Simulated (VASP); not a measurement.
Set up this calculation in VASP 6.6.1, as the native input.

| Quantity | Value |
| --- | --- |
| Task | single point |
| Functional | PBE |
| Dispersion | D3(BJ) |
| Potentials or basis | VASP PAW PBE potentials, release 64 (W_sv, S) |
| Cutoff | 520 eV |
| k mesh | 9 × 9 × 9 |
| Occupations | gaussian, width 0.1 eV |
| Spin | no spin polarisation |
| Dipole correction | no |
| Further INCAR settings | ALGO = Normal; EDIFF = 1e-06; NBANDS = 20 |

The structure of WS2 lies in POSCAR:

```
WS2
1.0
    1.5785185901      0.9113581329      6.0539924733
   -1.5785185901      0.9113581329      6.0539924733
    0.0000000000     -1.8227162658      6.0539924733
W S
1 2
Direct
   -0.0006376611     -0.0006376611     -0.0006376611
    0.7526601179      0.7526601179      0.7526601179
    0.5792775432      0.5792775432      0.5792775432
```

The input as run:

INCAR

```
PREC = Accurate
ENCUT = 520
EDIFF = 1E-6
ISMEAR = 0
SIGMA = 0.1
LREAL = False
LASPH = True
NELM = 100
ALGO = Normal
ISIF = 2
LWAVE = False
LCHARG = False
GGA = PE
IVDW = 12
NBANDS = 20
```

KPOINTS

```
regular mesh
0
Gamma
  9 9 9
```

Potentials or basis: VASP PAW PBE potentials, release 64 (W_sv, S).

Run with:

```sh
$ cat potpaw_PBE.64/W_sv/POTCAR potpaw_PBE.64/S/POTCAR > POTCAR
$ mpirun -np 1 vasp_std > vasp.out
```

Results of the run:

```
Pressure                   : -0.2 GPa
Largest force              : 0.035 eV/Å
Band gap on the k mesh     : 1.07 eV, indirect (least direct gap 1.92 eV)
Dispersion energy per atom : -0.436 eV
```

Caveat: spin-orbit coupling is left out, which moves the levels of the heavy elements.

It took 3.9 min on 1 thread of Intel(R) Xeon(R) Platinum 8259CL CPU @ 2.50GHz (Skylake/Cascade Lake), with other jobs on the host, peak memory 0.36 GiB.
